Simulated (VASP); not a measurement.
Input of a VASP 6.6.1 run:

File INCAR:

```
SYSTEM = Li16Cu
ALGO = Normal ; EDIFF = 1E-6
ENCUT = 520 ; GGA = PE
ISIF = 2 ; ISMEAR = -1
LASPH = .True. ; LCHARG = .False.
LREAL = Auto ; LWAVE = .False.
NBANDS = 44 ; NELM = 80
PREC = Accurate ; SIGMA = 0.1
```

Contents of KPOINTS:

```
k-points
0
Gamma
  3 3 3
  0 0 0
```

File POSCAR:

```
Li16Cu
1.0
    6.9800000000      0.0000000000      0.0000000000
    0.0000000000      6.9800000000      0.0000000000
    0.0000000000      0.0000000000      6.9800000000
Li Cu
16 1
Direct
    0.0414041749     -0.0147594600     -0.0046764820
    0.4336596126      0.0329800153     -0.0151670286
   -0.0270169399      0.5474848760     -0.0100182738
    0.0231736299      0.0122934092      0.4721332480
    0.2382837268      0.2978676027      0.2297968899
    0.5278533935      0.5316873199     -0.0111649217
    0.4880428021      0.0207559460      0.4660071352
    0.7567381414      0.2321059767      0.2186244781
   -0.0078530089      0.4655749822      0.5227030374
    0.2707386428      0.7254693210      0.2636791732
    0.2361713786      0.2757085172      0.7589247634
    0.5141808488      0.4523299404      0.5218260177
    0.7590291864      0.6933054007      0.3277528976
    0.7564774005      0.2045139468      0.7792143312
    0.2636567295      0.7401878136      0.7157768354
    0.7496513668      0.7791319691      0.7193255464
    0.7211213141      0.8769571231      0.0534174526
```

Potentials or basis: VASP PAW PBE potentials, release 64 (Li_sv, Cu).

Command:

```sh
$ cat potpaw_PBE.64/Li_sv/POTCAR potpaw_PBE.64/Cu/POTCAR > POTCAR
$ mpirun -np 1 vasp_std > vasp.out
```

(1) Predict the largest force.

(2) Estimate the band gap on the k mesh.

Answers

(1) 0.077 eV/Å.

(2) zero (an odd number of electrons rules out a gap without spin polarisation).
